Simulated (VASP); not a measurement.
Set up this calculation in VASP 6.6.1, as the native input.

| Item | Value |
| --- | --- |
| Task | single point |
| Functional | PBE |
| Potentials or basis | VASP PAW PBE potentials, release 64 (Zr_sv, B) |
| Cutoff | 520 eV |
| k mesh | 6 × 6 × 4 |
| Occupations | gaussian, width 0.1 eV |
| Spin | collinear spin, ferromagnetic start |
| Starting moments | [1.0, 0.0] μB |
| Dipole correction | no |
| Further INCAR settings | ALGO = Normal; EDIFF = 1e-07; NBANDS = 18 |

The structure of ZrB lies in POSCAR:

```
ZrB
1.0
    2.9505321453      0.0000000000      0.0000000000
   -1.4752660726      2.5552357925      0.0000000000
    0.0000000000      0.0000000000      4.8313373135
Zr B
1 1
Direct
    0.0000000000      0.0000000000      0.0000000000
    0.0000000000      0.0000000000      0.5000000000
```

One way to write it, as run:

INCAR

```
PREC = Accurate
ENCUT = 520
EDIFF = 1E-7
ISMEAR = 0
SIGMA = 0.1
LREAL = F
LASPH = T
NELM = 150
ALGO = Normal
ISIF = 2
LWAVE = F
LCHARG = F
ISPIN = 2
MAGMOM = 1 0
LORBIT = 11
LMAXMIX = 4
GGA = PE
NBANDS = 18
```

KPOINTS

```
Automatic mesh
0
Gamma
  6 6 4
```

Potentials or basis: VASP PAW PBE potentials, release 64 (Zr_sv, B).

The run is started by

```bash
$ cat potpaw_PBE.64/Zr_sv/POTCAR potpaw_PBE.64/B/POTCAR > POTCAR
$ mpirun -np 1 vasp_std > vasp.out
```

It gave:

```json
{
 "Pressure": "0.1 GPa",
 "Net moment": "0.14 μB per cell",
 "Site moments": "Zr +0.02; B +0.05 μB",
 "Valence electrons inside the program's atomic spheres": "Zr 10.03; B 1.47"
}
```

Caveat: the k points lie up to 0.41 Å⁻¹ apart.

It took 29 s on 1 thread of Intel Xeon 6975P-C, on a shared host, peak memory 0.18 GiB.
